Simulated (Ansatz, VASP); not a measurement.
Two plane-wave programs on C

Contents of INCAR:

```
ALGO     = Normal         # electronic algorithm
EDIFF    = 1E-6           # SCF threshold, eV
ENCUT    = 600            # plane-wave cutoff, eV
GGA      = PS             # functional
GGA_COMPAT= F            
ISIF     = 2              # what is computed and relaxed
ISMEAR   = 0              # smearing method
IVDW     = 12             # dispersion correction
LASPH    = T              # aspherical terms in the spheres
LCHARG   = F              # write CHGCAR
LREAL    = F              # projectors in reciprocal space
LWAVE    = F              # write WAVECAR
NBANDS   = 16             # bands
NELM     = 120            # most SCF steps
PREC     = Accurate       # precision mode
SIGMA    = 0.15           # smearing width, eV
```

KPOINTS

```
k-points
0
Gamma
  18 12 10
```

Contents of POSCAR:

```
C
1.0
   -2.4576582504      0.0000000000      0.0000000000
    0.0000000000      0.0000000000     -3.5294825081
    0.0000000000     -4.2567889574      0.0000000000
C
4
Direct
    0.5000000000      0.0000000000      0.1842855810
    0.0000000000      0.0000000000      0.6701904496
    0.0000000000      0.0000000000      0.3157144190
    0.5000000000      0.0000000000      0.8298095504
```

Input for Ansatz:

```yaml
crystal:
  lattice:
    - [-2.4576582504, 0.0, 0.0]
    - [0.0, 0.0, -3.5294825081]
    - [0.0, -4.2567889574, 0.0]
  atoms:
    - { symbol: C, position: [0.5, 0.0, 0.184285581] }
    - { symbol: C, position: [0.0, 0.0, 0.6701904496] }
    - { symbol: C, position: [0.0, 0.0, 0.315714419] }
    - { symbol: C, position: [0.5, 0.0, 0.8298095504] }
basis:
  ecutwfc: 520.0
kpoints:
  mp_grid: { grid: [18, 12, 10] }
hamiltonian:
  xc: pbesol
  pseudopotentials: { kind: paw, azcp: { folder: soft_1 } }
  dispersion: d3bj
scf:
  occupations: { method: gaussian, width: 0.15 }
output:
  forces: true
  stress: true
  eigenvalues: true
```

Change from the starting cell: mode 8 frozen in at -0.030 Å and mode 12 at -0.045 Å (largest displacements).

Alike in both runs: task single point; functional PBEsol; dispersion D3(BJ); k mesh 18 × 12 × 10; occupations gaussian, width 0.15 eV; no spin polarisation.

|  | VASP | Ansatz |
| --- | --- | --- |
| version | VASP 6.6.1 | Ansatz 0.2.0 |
| potentials or method | VASP PAW PBE potentials, release 64 (C), cutoff 600 eV | scalar-relativistic, plane waves, PAW |
| valence electrons in the cell | 16 | 16 |

```tsv
	VASP	Ansatz	Ansatz less VASP
gap on the k mesh at the Fermi level (eV)	none	none	-
pressure (GPa)	4.0	3.8	-0.25
traceless stress, the component that is largest in VASP (GPa)	12.67	12.22	-0.448
rms of the force components (eV/Å)	2.886	2.883	-0.0035
```

VASP's potentials were made for PBE, not for PBEsol, and Ansatz warns of the same on its side. Atom by atom the forces differ by 0.009 eV/Å (rms over components). A gap of «none» marks a metal or a gap that the smearing closes.
